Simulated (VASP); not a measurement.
# Al (Im-3m) in VASP: relaxation of cell and atoms with PBE

Aim: the relaxation of cell and atoms of Al with PBE.

Everything below comes from runs of VASP 6.6.1. Logs are shortened: lines on timing, memory, paths and dates and some standing lists are left out, and cuts for length are marked.

### Step 1. The cell of the first run

It takes space group Im-3m (No. 229, cubic). The conventional cell has a = 2.405 Å, b = 2.405 Å, c = 2.405 Å, α = 90.00°, β = 90.00°, γ = 90.00°. Al (site symmetry m-3m) has 14 Al at 2.08 to 2.41 Å within 2.8 Å.

This isn't the form of Al at room conditions, which is fcc.

### Step 2. Relaxation of cell and atoms, PBE, target pressure 400 GPa, at which the enthalpy is minimised

File INCAR:

```
SYSTEM = Al
  PREC = Accurate
  ENCUT = 600
  EDIFF = 1E-7
  ISMEAR = -1
  SIGMA = 0.08
  LREAL = .False.
  LASPH = .True.
  NELM = 80
  ALGO = Normal
  ISIF = 3
  LWAVE = .False.
  LCHARG = .False.
  GGA = PE
  IBRION = 2
  NSW = 60
  EDIFFG = -0.005
  PSTRESS = 4000.0
```

File KPOINTS:

```
regular mesh
0
Gamma
  22 22 22
  0 0 0
```

File POSCAR:

```
Al
1.0
   -1.2025552034      1.2025552034      1.2025552034
    1.2025552034     -1.2025552034      1.2025552034
    1.2025552034      1.2025552034     -1.2025552034
Al
1
Direct
    0.0000000000      0.0000000000      0.0000000000
```

Potentials or basis: VASP PAW PBE potentials, release 64 (Al).

Command:

```sh
cat potpaw_PBE.64/Al/POTCAR > POTCAR
mpirun -np 1 vasp_std > vasp.out
```

OUTCAR:

```text
SYSTEM = Al
   PREC = Accurate
   ENCUT = 600
   EDIFF = 1E-7
   ISMEAR = -1
   LREAL = .False.
   LASPH = .True.
   NELM = 80
   ISIF = 3
   GGA = PE
   IBRION = 2
   NSW = 60
   EDIFFG = -0.005
   PSTRESS = 4000.0

 ion  position               nearest neighbor table
   1  0.000  0.000  0.000-

  LATTYP: Found a body centered cubic cell.
 ALAT       =     2.4051104068

  Lattice vectors:

 A1 = (  -1.2025552034,   1.2025552034,   1.2025552034)
 A2 = (   1.2025552034,  -1.2025552034,   1.2025552034)
 A3 = (   1.2025552034,   1.2025552034,  -1.2025552034)

Analysis of symmetry for initial positions (statically):
=====================================================================
 Subroutine PRICEL returns:
 Original cell was already a primitive cell.

 Routine SETGRP: Setting up the symmetry group for a
 body centered cubic supercell.

 Subroutine GETGRP returns: Found 48 space group operations
 (whereof 48 operations were pure point group operations)
 out of a pool of 48 trial point group operations.

The static configuration has the point symmetry O_h .

Analysis of symmetry for dynamics (positions and initial velocities):
=====================================================================
 Subroutine PRICEL returns:
 Original cell was already a primitive cell.

 Routine SETGRP: Setting up the symmetry group for a
 body centered cubic supercell.

 Subroutine GETGRP returns: Found 48 space group operations
 (whereof 48 operations were pure point group operations)
 out of a pool of 48 trial point group operations.

The dynamic configuration has the point symmetry O_h .

 Subroutine INISYM returns: Found 48 space group operations
 (whereof 48 operations are pure point group operations),
 and found     1 'primitive' translations

----------------------------------------------------------------------------------------

                                     Primitive cell

  volume of cell :       6.9562

  direct lattice vectors                    reciprocal lattice vectors
    -1.202555203  1.202555203  1.202555203     0.000000000  0.415781328  0.415781328
     1.202555203 -1.202555203  1.202555203     0.415781328  0.000000000  0.415781328
     1.202555203  1.202555203 -1.202555203     0.415781328  0.415781328  0.000000000

  length of vectors
     2.082886711  2.082886711  2.082886711     0.588003594  0.588003594  0.588003594

  position of ions in fractional coordinates (direct lattice)
     0.000000000  0.000000000  0.000000000
[... 85 lines left out ...]
   TEBEG  =    0.0;   TEEND  =   0.0 temperature during run
   PSTRESS= 4000.0 pullay stress
   NELECT =       3.0000    total number of electrons
   NUPDOWN=      -1.0000    fix difference up-down
   EMIN   =  10.00;   EMAX   =-10.00  energy-range for DOS
   EFERMI =   0.00;   METHOD = LEGACY
   ISMEAR =    -1;   SIGMA  =   0.08  broadening in eV -4-tet -1-fermi 0-gaus
   EFERMI_NEDOS =   21; number of points for ismear=-14 and -15
   IALGO  =     38    algorithm
   IMIX   =      4    mixing-type and parameters
     AMIX     =   0.40;   BMIX     =  1.00
     AMIX_MAG =   1.60;   BMIX_MAG =  1.00
  volume/ion in A,a.u.               =       6.96        46.94
  Fermi-wavevector in a.u.,A,eV,Ry     =   1.236869  2.337343 20.814790  1.529844
  Thomas-Fermi vector in A             =   2.371459
   LORBIT       =      0    0 simple, 1 ext, 2 COOP (PROOUT), +10 PAW based schemes
   GGA     = PE    functional components
   LHFCALC =     F    Hartree Fock is set to
   AEXX    =    0.0000 exact exchange contribution
   IVDW    =     0    specifies the selected vdW correction
   LEPSILON=     F    determine dielectric tensor
   LRPA    =     F    only Hartree local field effects (RPA)
 conjugate gradient relaxation of ions
 non-spin polarized calculation
  energy-cutoff  :      600.00
  volume of cell :        6.96
 maximum number of plane-waves:       241
 NGX is ok and might be reduce to    18
   NGX =  9   NGY =  9   NGZ =  9

--------------------------------------- Ionic step        1  -------------------------------------------

 number of electron       3.0000000 magnetization

 Free energy of the ion-electron system (eV)
  ---------------------------------------------------
  ext. energy  EPLUGINS =         0.00000000
  ---------------------------------------------------
  free energy    TOTEN  =         1.97620542 eV

  energy without entropy =        1.98161556  energy(sigma->0) =        1.97891049

------------------------ aborting loop because EDIFF is reached ----------------------------------------

  FORCE on cell =-STRESS in cart. coord.  units (eV):
  Direction    XX          YY          ZZ          XY          YZ          ZX
  --------------------------------------------------------------------------------------
  -------------------------------------------------------------------------------------
  Total       16.6857389     16.6857389     16.6857389      0.0000000     -0.0000000      0.0000000
  in kB     3843.0936665   3843.0936665   3843.0936665      0.0000000     -0.0000000      0.0000000
  external PRESSURE =    -156.9063335 kB  Pullay stress =    4000.0000000 kB
[... 98 lines left out ...]
--------------------------------------- Ionic step        4  -------------------------------------------

 number of electron       3.0000000 magnetization

 Free energy of the ion-electron system (eV)
  ---------------------------------------------------
  ext. energy  EPLUGINS =         0.00000000
  ---------------------------------------------------
  free energy    TOTEN  =         2.19661768 eV

  energy without entropy =        2.20203823  energy(sigma->0) =        2.19932795

 E-fermi :  20.6565     XC(G=0): -13.9053

 val. band max:       20.6450285242   @ k =   0.2727   0.2273   0.0000
 cond. band min:      20.6733238348   @ k =   0.2727   0.1364   0.0909
 fundamental gap:      0.0282953106
 Fermi energy:        20.6564937302

 k-point     1 :       0.0000    0.0000    0.0000
  band No.  band energies     occupation
      1       2.6226      2.00000
      2      41.0083      0.00000
      3      41.0083      0.00000
      4      41.0083      0.00000
      5      45.9369      0.00000
[... 177 lines left out ...]
 k-point    24 :       0.1364    0.0909    0.0000
  band No.  band energies     occupation
      1       4.6038      2.00000
      2      31.7290      0.00000
      3      34.1633      0.00000
      4      40.1990      0.00000
      5      42.1033      0.00000

 [... further k-points ...]

------------------------ aborting loop because EDIFF is reached ----------------------------------------

  FORCE on cell =-STRESS in cart. coord.  units (eV):
  Direction    XX          YY          ZZ          XY          YZ          ZX
  --------------------------------------------------------------------------------------
  -------------------------------------------------------------------------------------
  Total       17.1408842     17.1408842     17.1408842      0.0000000     -0.0000000     -0.0000000
  in kB     3999.7163221   3999.7163221   3999.7163221      0.0000000     -0.0000000     -0.0000000
  external PRESSURE =      -0.2836779 kB  Pullay stress =    4000.0000000 kB
[... 20 lines left out ...]
  energy  without entropy=        2.2020382281  energy(sigma->0) =        2.19932795

  enthalpy is  TOTEN    =        19.3387175401 eV   P V=       17.1420998613

 reached required accuracy - stopping structural energy minimisation
```

OSZICAR:

```text
N       E                     dE             d eps       ncg     rms          rms(c)
DAV:   1     0.602047524432E+01    0.60205E+01   -0.12395E+03  3330   0.421E+02
DAV:   2     0.175412275163E+01   -0.42664E+01   -0.40023E+01  4660   0.518E+01
DAV:   3     0.173254695326E+01   -0.21576E-01   -0.21286E-01  4280   0.421E+00
[... 26 lines left out ...]
DAV:   1     0.219661835075E+01    0.94197E-02   -0.81688E-06  3365   0.255E-02    0.497E-03
DAV:   2     0.219661810604E+01   -0.24470E-06   -0.54085E-08  3650   0.259E-03    0.186E-03
DAV:   3     0.219661777982E+01   -0.32622E-06   -0.11397E-08  1800   0.126E-03    0.327E-04
DAV:   4     0.219661761039E+01   -0.16943E-06   -0.45357E-09  1770   0.706E-04    0.643E-04
DAV:   5     0.219661767881E+01    0.68420E-07   -0.69763E-10  1755   0.304E-04
   4 F= 0.19338718E+02 E0= 0.19341428E+02  d E =-.447434E-02
```

CONTCAR:

```text
Al
   1.00000000000000
    -1.1973419724610932    1.1973419724610932    1.1973419724610932
     1.1973419724610932   -1.1973419724610932    1.1973419724610932
     1.1973419724610932    1.1973419724610932   -1.1973419724610932
  Al
     1
Direct
     0.0000000000000000    0.0000000000000000    1.0000000000000000

  0.00000000E+00  0.00000000E+00  0.00000000E+00
```

Wall time 39 s (1 thread of Intel Xeon 8259CL, shared host); peak memory 0.13 GiB.

What came out:

```
Free energy                                                : 2.1966 eV
Relaxed volume                                             : 6.87 Å³/atom
Relaxed cell                                               : a = 2.074 Å, b = 2.074 Å, c = 2.074 Å, α = 109.47°, β = 109.47°, γ = 109.47°
Space group after relaxing (to 0.1 Å)                      : Im-3m (No. 229)
Energy change on relaxing (the run minimises the enthalpy) : +220.4 meV/atom
Ionic steps                                                : 4
Pressure after relaxing                                    : 400.0 GPa
Band gap on the k mesh                                     : zero (an odd number of electrons rules out a gap without spin polarisation)
```

The path:
| step | energy change (eV) | largest force (eV/Å) | pressure (GPa) | volume (Å³) |
| --- | --- | --- | --- | --- |
| 1 | 0.0000 | 0.0000 | 384.31 | 6.96 |
| 2 | 1.8546 | 0.0000 | 519.37 | 6.29 |
| 3 | 0.2110 | 0.0000 | 399.30 | 6.87 |
| 4 | 0.2204 | 0.0000 | 399.97 | 6.87 |

Final structure:
```xyz
1
Lattice="-1.1973 1.1973 1.1973 1.1973 -1.1973 1.1973 1.1973 1.1973 -1.1973" Properties=species:S:1:pos:R:3 pbc="T T T"
Al    1.1973    1.1973   -1.1973
```

Caveat: the cell is relaxed towards a set pressure, so the run minimises the enthalpy, not the energy.
